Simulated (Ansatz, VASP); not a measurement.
## Two plane-wave programs on KF

```xyz
2
Lattice="0.0000 2.7105 2.7105 2.8054 0.0000 2.7105 2.8054 2.7105 0.0000" Properties=species:S:1:pos:R:3 pbc="T T T"
K     0.0000    0.0000    0.0000
F     2.8054    2.7105    2.7105
```

Change from the starting cell: normal strain along x +0.0350, normal strain along z +0.0000.

Alike in both runs: task single point; functional PBE; k mesh 8 × 8 × 8; occupations gaussian, width 0.05 eV; no spin polarisation.

```csv
,VASP,Ansatz
version,VASP 6.6.1,Ansatz 0.2.0
potentials or method,"VASP PAW PBE potentials, release 64 (K_sv, F), cutoff 520 eV","scalar-relativistic, plane waves, PAW"
valence electrons in the cell,16,16
```

VASP gave:

- gap on the k mesh at the Fermi level (eV): 5.76
- least direct gap on the mesh (eV): 5.76
- pressure (GPa): -0.8
- traceless stress, the component that is largest in VASP (GPa): -0.80

Question: What did Ansatz give for the same quantities?

Answer: gap on the k mesh at the Fermi level (eV): 5.78; least direct gap on the mesh (eV): 5.78; pressure (GPa): -0.8; traceless stress, the component that is largest in VASP (GPa): -0.77.
